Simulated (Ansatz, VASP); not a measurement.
## One calculation of Ti3Se, two programs

```
Se Ti
1.0
     3.13217    0.00000    0.00000
    -1.56609    2.71254    0.00000
     0.00000    0.00000    7.78060
Se Ti
1 3
Direct
  0.00000 0.00000 0.00000
  0.66667 0.33333 0.50000
  0.33333 0.66667 0.77290
  0.33333 0.66667 0.22710
```

Alike in both runs: task single point; functional LDA; k mesh 10 × 10 × 4; occupations fermi-dirac, width 0.05 eV; no spin polarisation.

```csv
,VASP,Ansatz
version,VASP 6.6.1,Ansatz 0.2.0
potentials or method,"VASP PAW LDA potentials, release 64 (Se, Ti_sv)",Ansatz PAW
plane-wave cutoff (eV),520,420
valence electrons in the cell,42,52
```

```tsv
	VASP	Ansatz	Ansatz less VASP
gap on the k mesh at the Fermi level (eV)	none	none	-
pressure (GPa)	-0.8	-1.0	-0.24
traceless stress, the component that is largest in VASP (GPa)	-0.26	-0.27	-0.017
rms of the force components (eV/Å)	0.052	0.037	-0.0145
```

LDA's correlation is that of Perdew and Zunger in VASP and of Perdew and Wang (1992) in Ansatz. Atom by atom the forces differ by 0.014 eV/Å (rms over components). A gap of «none» marks a metal or a gap that the smearing closes. VASP's potentials hold 42 valence electrons a cell and Ansatz's 52, so a difference there can come from the potentials and not from the codes.
